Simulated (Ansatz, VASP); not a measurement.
**Two plane-wave programs on Ge2Sb2Te5**

The input INCAR:

```
SYSTEM = Ge2Sb2Te5
ALGO = Normal
EDIFF = 1E-6
ENCUT = 520
GGA = CA
ISIF = 2
ISMEAR = -1
LASPH = .True.
LCHARG = .False.
LREAL = .False.
LWAVE = .False.
NBANDS = 44
NELM = 80
PREC = Accurate
SIGMA = 0.05
```

The input KPOINTS:

```
k-points
0
Gamma
  5 5 4
  0 0 0
```

File POSCAR:

```
Ge2Sb2Te5
1.0
    6.8391360000     -3.0660060000      0.0000000000
    6.8391360000      3.0660060000      0.0000000000
   -6.8309770000      0.0000000000      6.8476090000
Te Sb Ge
5 2 2
Direct
    0.5947020000      0.5947020000      0.3864330000
    0.7952880000      0.7952880000      0.1961120000
    0.0083240000      0.0083240000      0.0064350000
    0.2065190000      0.2065190000      0.8098030000
    0.3999590000      0.3999590000      0.5971180000
    0.9017080000      0.9017080000      0.5878730000
    0.1118700000      0.1118700000      0.4173520000
    0.2842870000      0.2842870000      0.1878300000
    0.4973430000      0.4973430000      0.0110440000
```

The input input.yaml:

```yaml
crystal:
  lattice:
    - [6.839136, -3.066006, 0.0]
    - [6.839136, 3.066006, 0.0]
    - [-6.830977, 0.0, 6.847609]
  atoms:
    - { symbol: Te, position: [0.594702, 0.594702, 0.386433] }
    - { symbol: Te, position: [0.795288, 0.795288, 0.196112] }
    - { symbol: Te, position: [0.008324, 0.008324, 0.006435] }
    - { symbol: Te, position: [0.206519, 0.206519, 0.809803] }
    - { symbol: Te, position: [0.399959, 0.399959, 0.597118] }
    - { symbol: Sb, position: [0.901708, 0.901708, 0.587873] }
    - { symbol: Sb, position: [0.11187, 0.11187, 0.417352] }
    - { symbol: Ge, position: [0.284287, 0.284287, 0.18783] }
    - { symbol: Ge, position: [0.497343, 0.497343, 0.011044] }
hamiltonian:
  xc: lda
  pseudopotentials: { kind: paw }
kpoints:
  mp_grid: { grid: [5, 5, 4] }
  band_path:
    path:
      - [[-0.5, -0.5, 0.5], [0.0, 0.0, 0.0], [0.0, 0.0, -0.5]]
      - [[-0.5, -0.5, 0.0], [0.0, 0.0, 0.0], [0.5, 0.0, 0.0]]
      - [[0.0, -0.5, 0.5], [0.0, 0.0, 0.0], [0.5, 0.0, -0.5]]
      - [[0.0, -0.5, 0.0], [0.0, 0.0, 0.0]]
    npoints: 10
scf:
  occupations: { method: fermi_dirac, width: 0.05 }
  n_extra_bands: 22
output:
  forces: true
  stress: true
  eigenvalues: true
  fatbands: true
  write_density: true
  write_potential: true
  elf: true
  volumetric_format: npy
```

Alike in both runs: functional LDA; k mesh 5 × 5 × 4; occupations fermi-dirac, width 0.05 eV; no spin polarisation.

|  | VASP | Ansatz |
| --- | --- | --- |
| version | VASP 6.6.1 | Ansatz 0.2.0 |
| potentials or method | VASP PAW LDA potentials, release 64 (Te, Sb, Ge_d) | Ansatz PAW |
| plane-wave cutoff (eV) | 520 | 420 |
| valence electrons in the cell | 68 | 138 |
| task | single point | band structure |

Ansatz gave:

- gap on the k mesh at the Fermi level (eV): 0.26
- least direct gap on the mesh (eV): 0.33
- pressure (GPa): -3.5
- traceless stress, the component that is largest in VASP (GPa): -0.21
- rms of the force components (eV/Å): 0.087

Task: Estimate VASP's values.

Result: gap on the k mesh at the Fermi level (eV): 0.25; least direct gap on the mesh (eV): 0.32; pressure (GPa): -3.4; traceless stress, the component that is largest in VASP (GPa): -0.23; rms of the force components (eV/Å): 0.079.

LDA's correlation is that of Perdew and Zunger in VASP and of Perdew and Wang (1992) in Ansatz. Atom by atom the forces differ by 0.010 eV/Å (rms over components). VASP's potentials hold 68 valence electrons a cell and Ansatz's 138, so a difference there can come from the potentials and not from the codes.

Spin-orbit coupling is off throughout. Noted on Ansatz's run: the k mesh misses the band edges, so the gap on the mesh is wider than the one along the path.
